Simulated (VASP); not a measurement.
Input of a VASP 6.6.1 run:

The input INCAR:

```
ALGO = Normal
EDIFF = 1E-7
ENCUT = 520
GGA = CA
ISIF = 2
ISMEAR = 0
LASPH = True
LCHARG = False
LREAL = False
LWAVE = False
NBANDS = 22
NELM = 80
PREC = Accurate
SIGMA = 0.02
```

KPOINTS

```
k-points
0
Gamma
  8 8 4
```

POSCAR

```
Cl
1.0
    3.0318600000     -2.0880832000      0.0000000000
    3.0318600000      2.0880832000      0.0000000000
    0.0000000000      0.0000000000      8.3588722000
Cl
4
Direct
    0.1002416682      0.8997583318      0.1083231811
    0.6002416682      0.3997583318      0.3916768189
    0.8997583318      0.1002416682      0.8916768189
    0.3997583318      0.6002416682      0.6083231811
```

Potentials or basis: VASP PAW LDA potentials, release 64 (Cl).

Launch:

```bash
$ cat potpaw_LDA.64/Cl/POTCAR > POTCAR
$ mpirun -np 1 vasp_std > vasp.out
```

(1) Estimate the pressure.

(2) What does it give for the band gap on the k mesh?

Answers

(1) -1.5 GPa.

(2) 2.01 eV, direct.

Caveat: the cell differs from its parent crystal (functional LDA, strained).
